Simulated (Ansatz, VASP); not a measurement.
One calculation of Co2Si, two programs

The input INCAR:

```
SYSTEM = Co2Si
PREC     = Accurate       ! precision mode
ENCUT    = 600            ! plane-wave cutoff, eV
EDIFF    = 1E-7           ! SCF threshold, eV
ISMEAR   = 0              ! smearing method
SIGMA    = 0.1            ! smearing width, eV
LREAL    = .FALSE.        ! projectors in reciprocal space
LASPH    = .TRUE.         ! aspherical terms in the spheres
NELM     = 120            ! most SCF steps
ALGO     = Normal         ! electronic algorithm
ISIF     = 3              ! what is computed and relaxed
LWAVE    = .FALSE.        ! write WAVECAR
LCHARG   = .FALSE.        ! write CHGCAR
GGA      = PE             ! functional
IBRION   = 2              ! ionic algorithm
NSW      = 100            ! ionic steps
EDIFFG   = -0.01          ! ionic threshold
GGA_COMPAT= .FALSE.      
NELMIN   = 4
```

The input KPOINTS:

```
regular mesh
0
G
  12 12 18
  0 0 0
```

Contents of POSCAR:

```
Co2Si
1.0
    3.8658700581      0.0000000000      0.0000000000
   -1.9329350290      3.3479416780      0.0000000000
    0.0000000000      0.0000000000      2.5289274938
Co Si
2 1
Direct
    0.3333333333      0.6666666667      0.5000000000
    0.6666666667      0.3333333333      0.5000000000
    0.0000000000      0.0000000000      0.0000000000
```

Input for Ansatz:

```yaml
crystal:
  lattice:
    - [3.8658700581, 0.0, 0.0]
    - [-1.932935029, 3.347941678, 0.0]
    - [0.0, 0.0, 2.5289274938]
  atoms:
    - { symbol: Co, position: [0.3333333333, 0.6666666667, 0.5] }
    - { symbol: Co, position: [0.6666666667, 0.3333333333, 0.5] }
    - { symbol: Si, position: [0.0, 0.0, 0.0] }
basis:
  ecutwfc: 420
kpoints:
  mp_grid: { grid: [12, 12, 18] }
hamiltonian:
  xc: pbe
scf:
  occupations: { method: gaussian, width: 0.1 }
output:
  forces: true
  stress: true
  eigenvalues: true
relax:
  adjacent_minimum: "off"
  f_tol: 0.01
  max_steps: 80
  cell: { stress_tol: 0.05 }
```

Alike in both runs: task relaxation of cell and atoms; functional PBE; k mesh 12 × 12 × 18; occupations gaussian, width 0.1 eV; no spin polarisation.

|  | VASP | Ansatz |
| --- | --- | --- |
| version | VASP 6.6.1 | Ansatz 0.2.0 |
| potentials or method | VASP PAW PBE potentials, release 64 (Co, Si), cutoff 600 eV | scalar-relativistic, plane waves, PAW |
| valence electrons in the cell | 22 | 38 |

|  | VASP | Ansatz | Ansatz less VASP |
| --- | --- | --- | --- |
| gap on the k mesh at the Fermi level, each at its own relaxed structure (eV) | none | none | - |
| relaxed volume (Å³/atom) | 10.88 | 10.90 | +0.026 |
| relaxed cell length with the largest relative difference (Å) | 2.518 | 2.521 | +0.0025 |

A gap of «none» marks a metal or a gap that the smearing closes. VASP's potentials hold 22 valence electrons a cell and Ansatz's 38, so a difference there can come from the potentials and not from the codes.
